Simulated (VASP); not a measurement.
Here is a VASP 6.6.1 calculation.

The input INCAR:

```
SYSTEM = La
PREC     = Accurate       ! precision mode
ENCUT    = 520            ! plane-wave cutoff, eV
EDIFF    = 1E-6           ! SCF threshold, eV
ISMEAR   = -1             ! smearing method
SIGMA    = 0.05           ! smearing width, eV
LREAL    = .False.        ! projectors in reciprocal space
LASPH    = .True.         ! aspherical terms in the spheres
NELM     = 100            ! most SCF steps
ALGO     = Normal         ! electronic algorithm
ISIF     = 2              ! what is computed and relaxed
LWAVE    = .False.        ! write WAVECAR
LCHARG   = .False.        ! write CHGCAR
GGA      = CA             ! functional
NBANDS   = 18             ! bands
```

Contents of KPOINTS:

```
regular mesh
0
Gamma
  11 11 6
  0 0 0
```

File POSCAR:

```
La
1.0
    3.7500020507      0.0000000000      0.0000000000
   -1.8750010253      3.2475970401      0.0000000000
    0.0000000000      0.0000000000      6.1307000000
La
2
Direct
    0.3333333333      0.6666666667      0.2500000000
    0.6666666667      0.3333333333      0.7500000000
```

Potentials or basis: VASP PAW LDA potentials, release 64 (La).

Launch:

```sh
$ cat potpaw_LDA.64/La/POTCAR > POTCAR
$ mpirun -np 1 vasp_std > vasp.out
```

Q: Estimate the band gap on the k mesh.

A: Zero (bands 11 and 12 overlap by 1.36 eV).

Q: What does it give for the pressure?

A: -3.3 GPa.

Stress tensor (GPa, compression positive):
```
-3.20  0.00  0.00
 0.00 -3.20  0.00
 0.00  0.00 -3.54
```

Caveat: the cell differs from its parent crystal (zz strain of +1 %); the cell stands under tension; spin-orbit coupling is left out, which moves the levels of the heavy elements.
